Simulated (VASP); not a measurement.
Runs of VASP 6.6.1 on CsH. The structure is that of space group Fm-3m (No. 225), or close to it. The cells are those of the table. 

```csv
task,cell,gap on the mesh (eV),pressure (GPa)
single point,"a = 4.509 Å, angles 60.0°, 2 atoms",2.66,0.0
relaxation of the atoms,"atoms relaxed from a = 4.509 Å, angles 60.0°, 2 atoms",2.66,0.0
single point,"a = 4.416 Å, angles 60.0°, 2 atoms",(c),(a)
relaxation of the atoms,"atoms relaxed from a = 4.538 Å, angles 60.0°, 2 atoms",2.69,-0.1
relaxation of the atoms,"atoms relaxed from a = 4.478 Å, angles 60.0°, 2 atoms",2.64,0.3
single point,"a = 4.597 Å, angles 60.0°, 2 atoms",2.72,-0.5
single point,"a = 4.448 Å, angles 60.0°, 2 atoms",(b),0.5
```

Alike in all rows: level r2SCAN; potentials or basis VASP PAW PBE potentials, release 64 (Cs_sv, H); no spin polarisation; k mesh 8 × 8 × 8; cutoff (eV) 520; smearing fermi-dirac 0.02 eV.

Fill in the values left out.

(a) 0.7; (b) 2.61; (c) 2.59.

Caveats: the PAW data sets were made with another functional, which shifts forces and pressure a little; spin-orbit coupling is left out, which moves the levels of the heavy elements; the relaxation stopped at its first step, so nothing moved (some runs).

A k mesh can miss the band edges, and the runs leave out spin-orbit coupling on Cs.
